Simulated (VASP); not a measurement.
Input of a VASP 6.6.1 run:

Contents of INCAR:

```
SYSTEM = Ta
PREC = Accurate
ENCUT = 520
EDIFF = 1E-6
ISMEAR = 0
SIGMA = 0.05
LREAL = .False.
LASPH = .True.
NELM = 100
ALGO = Normal
ISIF = 2
LWAVE = .False.
LCHARG = .False.
GGA = PS
NBANDS = 24
```

KPOINTS

```
regular mesh
0
Gamma
  6 6 6
  0 0 0
```

File POSCAR:

```
Ta
1.0
    0.0000000000      3.2228180000      3.2228180000
    3.2228180000      0.0000000000      3.2228180000
    3.2228180000      3.2228180000      0.0000000000
Ta
3
Direct
    0.2500000000      0.2500000000      0.2500000000
    0.7500000000      0.7500000000      0.7500000000
    0.5000000000      0.5000000000      0.5000000000
```

Potentials or basis: VASP PAW PBE potentials, release 64 (Ta_pv).

The run is started by

```console
$ cat potpaw_PBE.64/Ta_pv/POTCAR > POTCAR
$ mpirun -np 1 vasp_std > vasp.out
```

Question: Estimate the pressure.

Answer: -10.2 GPa.

Caveat: the PAW data sets were made with another functional, which shifts forces and pressure a little.
